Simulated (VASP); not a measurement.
# Au: single point with PBE

The system is Au.

```
CELL_PARAMETERS angstrom
2.93816 0.00000 0.00000
-1.46908 2.54452 0.00000
0.00000 0.00000 4.94422
ATOMIC_POSITIONS crystal
Au 0.33333 0.66667 0.75000
Au 0.66667 0.33333 0.25000
```

This isn't the form of Au at room conditions, which is fcc.

* Program: VASP 6.6.1
* Task: single point
* Functional: PBE
* Potentials or basis: VASP PAW PBE potentials, release 64 (Au)
* Cutoff: 520 eV
* k mesh: 18 × 18 × 10
* Occupations: fermi-dirac, width 0.05 eV
* Spin: no spin polarisation

| Item | Value |
| --- | --- |
| Pressure | -3.4 GPa |
| Band gap on the k mesh | zero (bands 11 and 12 overlap by 6.41 eV) |

Stress tensor (GPa, compression positive):
```
-3.45  0.00  0.00
 0.00 -3.45  0.00
 0.00  0.00 -3.37
```

Levels at points of the mesh, in eV from the Fermi level:
```
           k point  band 7  band 8  band 9  band 10  band 11  band 12  band 13  band 14  band 15  band 16
(0.00, 0.00, 0.00)   -3.89   -3.27   -3.27    -2.09    -2.09    -0.74     2.30    14.65    15.62    16.68
(0.50, 0.00, 0.00)   -3.32   -1.90   -1.81    -1.65     0.40     1.43     5.56     6.80     7.04    10.16
(0.00, 0.00, 0.50)   -4.19   -4.19   -2.49    -2.49    -2.49    -2.49    10.09    10.09    14.91    14.91
(0.50, 0.00, 0.50)   -2.25   -2.25   -1.72    -1.72     0.66     0.66     3.59     3.59    12.86    12.86
```

Run time: 110 s on 1 thread of Intel Xeon 8259CL, on a shared host, peak memory 0.26 GiB.

Caveat: the cell stands under tension; spin-orbit coupling is left out, which moves the levels of the heavy elements.
